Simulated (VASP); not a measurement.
# W (Fm-3m) in VASP: notebook, part 2 of 2

VASP 6.6.1. The steps go on from the part before.

**6. Single point, PBEsol**

This run uses another cell than the first one, of 15.90 Å³/atom, 0.950 times its volume.

INCAR reads:

```
PREC     = Accurate       # precision mode
ENCUT    = 520            # plane-wave cutoff, eV
EDIFF    = 1E-6           # SCF threshold, eV
ISMEAR   = -1             # smearing method
SIGMA    = 0.05           # smearing width, eV
LREAL    = F              # projectors in reciprocal space
LASPH    = T              # aspherical terms in the spheres
NELM     = 80             # most SCF steps
ALGO     = Normal         # electronic algorithm
ISIF     = 2              # what is computed and relaxed
LWAVE    = F              # write WAVECAR
LCHARG   = F              # write CHGCAR
GGA      = PS             # functional
NBANDS   = 13             # bands
```

KPOINTS reads:

```
regular mesh
0
Gamma
  11 11 11
```

POSCAR reads:

```
W
1.0
    0.0000000000      1.9957981041      1.9957981041
    1.9957981041      0.0000000000      1.9957981041
    1.9957981041      1.9957981041      0.0000000000
W
1
Direct
    0.0000000000      0.0000000000      0.0000000000
```

Potentials or basis: VASP PAW PBE potentials, release 64 (W_sv).

The run is started by

```
$ cat potpaw_PBE.64/W_sv/POTCAR > POTCAR
$ mpirun -np 1 vasp_std > vasp.out
```

OUTCAR:

```text
PREC = Accurate
   ENCUT = 520
   EDIFF = 1E-6
   ISMEAR = -1
   LREAL = F
   LASPH = T
   NELM = 80
   ISIF = 2
   GGA = PS

 ion  position               nearest neighbor table
   1  0.000  0.000  0.000-

  LATTYP: Found a face centered cubic cell.
 ALAT       =     3.9915962082

  Lattice vectors:

 A1 = (   0.0000000000,   1.9957981041,   1.9957981041)
 A2 = (   1.9957981041,   0.0000000000,   1.9957981041)
 A3 = (   1.9957981041,   1.9957981041,   0.0000000000)

Analysis of symmetry for initial positions (statically):
=====================================================================
 Subroutine PRICEL returns:
 Original cell was already a primitive cell.

 Routine SETGRP: Setting up the symmetry group for a
 face centered cubic supercell.

 Subroutine GETGRP returns: Found 48 space group operations
 (whereof 48 operations were pure point group operations)
 out of a pool of 48 trial point group operations.

The static configuration has the point symmetry O_h .

Analysis of symmetry for dynamics (positions and initial velocities):
=====================================================================
 Subroutine PRICEL returns:
 Original cell was already a primitive cell.

 Routine SETGRP: Setting up the symmetry group for a
 face centered cubic supercell.

 Subroutine GETGRP returns: Found 48 space group operations
 (whereof 48 operations were pure point group operations)
 out of a pool of 48 trial point group operations.

The dynamic configuration has the point symmetry O_h .

 Subroutine INISYM returns: Found 48 space group operations
 (whereof 48 operations are pure point group operations),
 and found     1 'primitive' translations

----------------------------------------------------------------------------------------

                                     Primitive cell

  volume of cell :      15.8994

  direct lattice vectors                    reciprocal lattice vectors
     0.000000000  1.995798104  1.995798104    -0.250526343  0.250526343  0.250526343
     1.995798104  0.000000000  1.995798104     0.250526343 -0.250526343  0.250526343
     1.995798104  1.995798104  0.000000000     0.250526343  0.250526343 -0.250526343

  length of vectors
     2.822484747  2.822484747  2.822484747     0.433924354  0.433924354  0.433924354

  position of ions in fractional coordinates (direct lattice)
     0.000000000  0.000000000  0.000000000

  ion indices of the primitive-cell ions
   primitive index   ion index
                 1           1

----------------------------------------------------------------------------------------

 KPOINTS: regular mesh

Automatic generation of k-mesh.
 Grid dimensions read from file:
 generate k-points for:   11   11   11

 Generating k-lattice:

  Cartesian coordinates                     Fractional coordinates (reciprocal lattice)
    -0.022775122  0.022775122  0.022775122     0.090909091  0.000000000  0.000000000
     0.022775122 -0.022775122  0.022775122     0.000000000  0.090909091  0.000000000
     0.022775122  0.022775122 -0.022775122     0.000000000  0.000000000  0.090909091

  Length of vectors
     0.039447669  0.039447669  0.039447669

  Shift w.r.t. Gamma in fractional coordinates (k-lattice)
     0.000000000  0.000000000  0.000000000

 Subroutine IBZKPT returns following result:
 ===========================================

 Found     56 irreducible k-points:

 Following reciprocal coordinates:
            Coordinates               Weight
  0.000000  0.000000  0.000000      1.000000
  0.090909  0.000000  0.000000      8.000000
  0.181818  0.000000  0.000000      8.000000
  0.272727  0.000000  0.000000      8.000000
  0.363636  0.000000  0.000000      8.000000
  0.454545  0.000000  0.000000      8.000000
[... 16 lines left out ...]
 -0.272727  0.181818  0.000000     24.000000
 -0.181818  0.181818  0.000000     12.000000
 [... further k-points ...]
   k-points           NKPTS =     56   k-points in BZ     NKDIM =     56   number of bands    NBANDS=     13
   number of dos      NEDOS =    301   number of ions     NIONS =      1
   total plane-waves  NPLWV =  13824
   dimension x,y,z NGX =    24 NGY =   24 NGZ =   24
   dimension x,y,z NGXF=    48 NGYF=   48 NGZF=   48
   ions per type =               1
   NGX,Y,Z   is equivalent  to a cutoff of  14.14, 14.14, 14.14 a.u.
   NGXF,Y,Z  is equivalent  to a cutoff of  28.27, 28.27, 28.27 a.u.
 SYSTEM =  unknown system
   PREC   = accura    normal or accurate (medium, high low for compatibility)
   ISTART =      0    job   : 0-new  1-cont  2-samecut
   ICHARG =      2    charge: 1-file 2-atom 10-const
   ISPIN  =      1    spin polarized calculation?
   LNONCOLLINEAR =      F non collinear calculations
   LSORBIT =      F    spin-orbit coupling
   LASPH  =      T    aspherical Exc in radial PAW
   ENCUT  =  520.0 eV  38.22 Ry    6.18 a.u.   5.25  5.25  5.25*2*pi/ulx,y,z
   NELM   =     80;   NELMIN=  2; NELMDL= -5     # of ELM steps
   EDIFF  = 0.1E-05   stopping-criterion for ELM
   LREAL  =      F    real-space projection
   EDIFFG = 0.1E-04   stopping-criterion for IOM
   NSW    =      0    number of steps for IOM
   IBRION =     -1    ionic relax: 0-MD 1-quasi-New 2-CG
   NFREE  =      0    steps in history (QN), initial steepest desc. (CG)
   ISIF   =      2    stress and relaxation
   ISYM   =      2    0-nonsym 1-usesym 2-fastsym
   POTIM  = 0.5000    time-step for ionic-motion
   TEBEG  =    0.0;   TEEND  =   0.0 temperature during run
   PSTRESS=    0.0 pullay stress
   NELECT =      14.0000    total number of electrons
   NUPDOWN=      -1.0000    fix difference up-down
   EMIN   =  10.00;   EMAX   =-10.00  energy-range for DOS
   EFERMI =   0.00;   METHOD = LEGACY
   ISMEAR =    -1;   SIGMA  =   0.05  broadening in eV -4-tet -1-fermi 0-gaus
   EFERMI_NEDOS =   21; number of points for ismear=-14 and -15
   IALGO  =     38    algorithm
   IMIX   =      4    mixing-type and parameters
     AMIX     =   0.40;   BMIX     =  1.00
     AMIX_MAG =   1.60;   BMIX_MAG =  1.00
  volume/ion in A,a.u.               =      15.90       107.29
  Fermi-wavevector in a.u.,A,eV,Ry     =   1.569125  2.965216 33.499634  2.462154
  Thomas-Fermi vector in A             =   2.671054
   LORBIT       =      0    0 simple, 1 ext, 2 COOP (PROOUT), +10 PAW based schemes
   GGA     = PS    functional components
   LHFCALC =     F    Hartree Fock is set to
   AEXX    =    0.0000 exact exchange contribution
   IVDW    =     0    specifies the selected vdW correction
   LEPSILON=     F    determine dielectric tensor
   LRPA    =     F    only Hartree local field effects (RPA)
 non-spin polarized calculation
  energy-cutoff  :      520.00
  volume of cell :       15.90
 maximum number of plane-waves:       440
 NGX is ok and might be reduce to    24
   NGX = 11   NGY = 11   NGZ = 11

 number of electron      14.0000000 magnetization

 Free energy of the ion-electron system (eV)
  ---------------------------------------------------
  ext. energy  EPLUGINS =         0.00000000
  ---------------------------------------------------
  free energy    TOTEN  =       -13.32191881 eV

  energy without entropy =      -13.31393381  energy(sigma->0) =      -13.31792631

 E-fermi :  10.7268     XC(G=0): -13.7356

 val. band max:       10.6738195315   @ k =  -0.2727   0.0909   0.0000
 cond. band min:      10.7511366155   @ k =   0.1818   0.0909   0.0000
 fundamental gap:      0.0773170840
 Fermi energy:        10.7267608134

 k-point     1 :       0.0000    0.0000    0.0000
  band No.  band energies     occupation
      1     -62.8253      2.00000
      2     -26.4075      2.00000
      3     -26.4075      2.00000
      4     -26.4075      2.00000
      5       1.5872      2.00000
      6      10.1509      1.99998
      7      10.1509      1.99998
      8      10.1509      1.99998
      9      13.4098      0.00000
     10      13.4098      0.00000
     11      23.6269      0.00000
     12      28.9625      0.00000
     13      28.9625      0.00000
[... 353 lines left out ...]
 k-point    24 :      -0.1818    0.1818    0.0000
  band No.  band energies     occupation
      1     -62.7437      2.00000
      2     -27.1279      2.00000
      3     -26.7099      2.00000
      4     -26.4933      2.00000
      5       4.8576      2.00000
      6       8.5693      2.00000
      7      10.0488      2.00000
      8      11.7038      0.00000
      9      11.7923      0.00000
     10      15.4673      0.00000
     11      25.3281      0.00000
     12      28.9129      0.00000
     13      29.8421      0.00000

 [... further k-points ...]

------------------------ aborting loop because EDIFF is reached ----------------------------------------

  FORCE on cell =-STRESS in cart. coord.  units (eV):
  Direction    XX          YY          ZZ          XY          YZ          ZX
  --------------------------------------------------------------------------------------
  -------------------------------------------------------------------------------------
  Total        0.2541623      0.2541623      0.2541623     -0.0000000      0.0000000     -0.0000000
  in kB       25.6119055     25.6119055     25.6119055     -0.0000000      0.0000000     -0.0000000
  external PRESSURE =      25.6119055 kB  Pullay stress =       0.0000000 kB

 VOLUME and BASIS-vectors are now :
 -----------------------------------------------------------------------------
  energy-cutoff  :      520.00
  volume of cell :       15.90
      direct lattice vectors                 reciprocal lattice vectors
     0.000000000  1.995798104  1.995798104    -0.250526343  0.250526343  0.250526343
     1.995798104  0.000000000  1.995798104     0.250526343 -0.250526343  0.250526343
     1.995798104  1.995798104  0.000000000     0.250526343  0.250526343 -0.250526343

 POSITION                                       TOTAL-FORCE (eV/Angst)
 -----------------------------------------------------------------------------------
      0.00000      0.00000      0.00000        -0.000000     -0.000000     -0.000000
 -----------------------------------------------------------------------------------
    total drift:                                0.000000      0.000000      0.000000

  FREE ENERGIE OF THE ION-ELECTRON SYSTEM (eV)
  ---------------------------------------------------
  free  energy   TOTEN  =       -13.3219188051 eV

  energy  without entropy=      -13.3139338064  energy(sigma->0) =      -13.31792631
```

Run time: 5.2 s. Hardware: 1 thread of Intel Xeon 6975P-C (Granite Rapids), shared host; peak memory 0.14 GiB.

Results:

```
Free energy            : -13.3219 eV
Pressure               : 2.6 GPa
Band gap on the k mesh : zero (band 7 reaches 13.61 eV, above the bottom of band 8 at 10.15 eV)
```

Levels at points of the mesh, in eV from the Fermi level:
```
           k point  band 4  band 5  band 6  band 7  band 8  band 9  band 10  band 11
(0.00, 0.00, 0.00)  -37.13   -9.14   -0.58   -0.58   -0.58    2.68     2.68    12.90
```

Caveat: the PAW data sets were made with another functional, which shifts forces and pressure a little; spin-orbit coupling is left out, which moves the levels of the heavy elements.

**7. Summary**

```tsv
task	cell	cutoff (eV)	smearing	gap on the mesh (eV)	pressure (GPa)
relaxation of cell and atoms	relaxed to 20 GPa from a = 2.871 Å, angles 60.0°, 1 atom	600	fermi-dirac 0.05 eV	none	20.0
relaxation of cell and atoms	relaxed to 30 GPa from a = 2.871 Å, angles 60.0°, 1 atom	600	fermi-dirac 0.05 eV	none	30.0
single point	a = 2.871 Å, angles 60.0°, 1 atom	520	gaussian 0.02 eV	none	-12.5
single point	a = 2.752 Å, angles 60.0°, 1 atom	520	fermi-dirac 0.05 eV	none	31.1
single point	a = 2.822 Å, angles 60.0°, 1 atom	520	fermi-dirac 0.05 eV	none	2.6
```

Alike in all rows: level PBEsol; potentials or basis VASP PAW PBE potentials, release 64 (W_sv); no spin polarisation; k mesh 11 × 11 × 11.

Caveats: the PAW data sets were made with another functional, which shifts forces and pressure a little; spin-orbit coupling is left out, which moves the levels of the heavy elements; the cell is relaxed towards a set pressure, so the enthalpy falls and the energy may rise (some runs).

Total energies depend on the potentials used, so only differences within one code and one set of settings carry meaning.
